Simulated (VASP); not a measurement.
## K2Y6Te: single point with PBE

The system is K2Y6Te.

```
Te K Y
1.0
     0.00000    7.19533    0.00000
     7.19533    0.00000    0.00000
     3.59766    3.59766   -5.08791
Te K Y
1 2 6
Cartesian
  0.0000 0.0000 0.0000
  7.1953 3.5977 -2.5440
  3.5977 7.1953 -2.5440
  3.5977 3.5977 -2.5440
  7.1953 7.1953 -2.5440
  1.8060 1.8060 0.0000
  5.3893 1.8060 0.0000
  5.3893 5.3893 0.0000
  1.8060 5.3893 0.0000
```

| Property | Result |
| --- | --- |
| Program | VASP 6.6.1 |
| Task | single point |
| Functional | PBE |
| Potentials or basis | VASP PAW PBE potentials, release 64 (Te, K_sv, Y_sv) |
| Cutoff | 400 eV |
| k mesh | 7 × 7 × 7 |
| Occupations | methfessel-paxton, width 0.1524 eV |
| Spin | no spin polarisation |
| Dipole correction | no |
| k mesh for the DOS | 11 × 11 × 11 |
| Occupations for the DOS | tetrahedron |
| Further INCAR settings | ALGO = Normal; EDIFF = 1e-06; NBANDS = 55 |

The valence electrons inside the program's atomic spheres are Te 4.02; K 7.63; Y 9.79, 9.77 (each value once).

Levels at points of the mesh, in eV from the Fermi level:
```
           k point  band 41  band 42  band 43  band 44  band 45  band 46  band 47  band 48  band 49  band 50
(0.00, 0.00, 0.00)    -0.88    -0.88    -0.88    -0.45     0.11     0.11     0.11     1.16     1.16     1.16
```

Run time: 32 min on 1 thread of AMD EPYC 9R14 (Zen 4), with other jobs on the host, peak memory 1 GiB.

Caveat: spin-orbit coupling is left out, which moves the levels of the heavy elements.
